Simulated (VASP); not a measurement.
Wanted: the native input for a VASP 6.6.1 run.

```yaml
Task: single point
Functional: revPBE
Potentials_or_basis: VASP PAW PBE potentials, release 64 (W_sv)
Cutoff: 520 eV
k_mesh: 23 × 23 × 23
Occupations: fermi-dirac, width 0.1 eV
Spin: no spin polarisation
Dipole_correction: no
Further_INCAR_settings: ALGO = Normal; EDIFF = 1e-06; NBANDS = 13
```

The structure of W lies in POSCAR:

```
W
1.0
   -1.5303425562      1.5303425562      1.5303425562
    1.5303425562     -1.5303425562      1.5303425562
    1.5303425562      1.5303425562     -1.5303425562
W
1
Direct
    0.0000000000      0.0000000000      0.0000000000
```

This cell differs from its parent crystal: volume scaled by 0.88.

The input as run:

INCAR

```
PREC = Accurate
ENCUT = 520
EDIFF = 1E-6
ISMEAR = -1
SIGMA = 0.1
LREAL = False
LASPH = True
NELM = 80
ALGO = Normal
ISIF = 2
LWAVE = False
LCHARG = False
GGA = RE
NBANDS = 13
```

KPOINTS

```
Automatic mesh
0
Gamma
  23 23 23
```

Potentials or basis: VASP PAW PBE potentials, release 64 (W_sv).

The run is started by

```console
$ cat potpaw_PBE.64/W_sv/POTCAR > POTCAR
$ mpirun -np 1 vasp_std > vasp.out
```

It gave:

The pressure is 50.0 GPa. The band gap on the k mesh is zero (band 7 reaches 18.66 eV, above the bottom of band 8 at 11.61 eV).

Caveat: the PAW data sets were made with another functional, which shifts forces and pressure a little; spin-orbit coupling is left out, which moves the levels of the heavy elements.

It took 81 s on 1 thread of AMD EPYC 7R13, on a shared host, peak memory 0.15 GiB.
